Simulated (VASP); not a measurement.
The system is NbAs (wurtzite type).

```
Nb As
1.0
     4.26985    0.00000    0.00000
    -2.13493    3.69780    0.00000
     0.00000    0.00000    6.95986
Nb As
2 2
Direct
  0.33333 0.66667 0.00000
  0.66667 0.33333 0.50000
  0.33333 0.66667 0.37600
  0.66667 0.33333 0.87600
```

| Property | Result |
| --- | --- |
| Program | VASP 6.6.1 |
| Task | relaxation of cell and atoms |
| Functional | PBE |
| Potentials or basis | VASP PAW PBE potentials, release 64 (Nb_sv, As) |
| Cutoff | 600 eV |
| k mesh | 9 × 9 × 5 |
| Occupations | fermi-dirac, width 0.08 eV |
| Spin | no spin polarisation |

At the start: pressure -7.6 GPa; volume 27.47 Å³/atom.

Task: Where does the relaxation end?

Result: Over 40 steps the energy falls by 297.6 meV/atom and the volume is 20.91 Å³/atom (-23.9 %); space group P6_3mc (No. 186, to 0.1 Å) before and after.

Step by step:
```tsv
step	energy change (eV)	largest force (eV/Å)	pressure (GPa)	volume (Å³)
1	0.0000	0.2160	-7.57	109.89
2	-0.0409	0.1955	9.91	90.50
3	-0.2873	0.0806	-0.12	99.13
4	-0.2873	0.0760	0.08	98.92
5	-0.2885	0.0501	0.07	98.93
6	-0.2919	0.0364	0.02	98.98
7	-0.2954	0.2529	-0.08	99.06
8	-0.2955	0.2538	-0.08	99.06
9	-0.2957	0.2571	-0.08	99.06
10	-0.2960	0.2636	-0.09	99.07
11	-0.2967	0.2768	-0.10	99.07
12	-0.2981	0.3040	-0.13	99.09
13	-0.3009	0.3626	-0.19	99.11
14	-0.3055	0.4969	-0.31	99.15
15	-0.3076	0.8309	-0.59	99.23
16	-0.3082	0.7217	-0.50	99.21
17	-0.3107	0.7523	-0.55	99.21
18	-0.3177	0.8507	-0.71	99.23
19	-0.3277	1.0802	-1.06	99.26
20	-0.3190	1.6448	-1.80	99.26
21	-0.3275	1.2816	-1.31	99.26
22	-0.3477	1.3188	-1.57	99.22
23	-0.4020	1.4664	-2.41	99.07
24	-0.4576	1.9322	-4.21	98.58
25	-0.5492	1.7273	-4.63	98.01
26	-0.7730	1.1977	-5.68	96.19
27	-1.0187	0.5247	-6.89	92.09
28	-1.0399	0.4115	-6.97	91.11
29	-1.1270	0.2068	-4.60	88.73
30	-1.1820	0.1297	-0.66	85.43
31	-1.1828	0.1810	-0.05	84.98
32	-1.1828	0.1672	-0.22	85.10
33	-1.1840	0.1209	-0.17	85.00
34	-1.1855	0.0207	-0.04	84.71
35	-1.1866	0.0210	-0.06	84.60
36	-1.1890	0.0233	-0.14	84.28
37	-1.1901	0.0357	-0.27	83.61
38	-1.1903	0.0311	-0.24	83.81
39	-1.1902	0.0319	0.28	83.44
40	-1.1904	0.0009	0.01	83.63
```

Final structure:
```
CELL_PARAMETERS angstrom
3.39725 0.00000 0.00000
-1.69863 2.94211 0.00000
0.00000 0.00000 8.36755
ATOMIC_POSITIONS crystal
Nb 0.33333 0.66667 0.03673
Nb 0.66667 0.33333 0.53673
As 0.33333 0.66667 0.33927
As 0.66667 0.33333 0.83927
```

Caveat: the volume moved by over 15 % at a fixed basis, so the end points are rough.
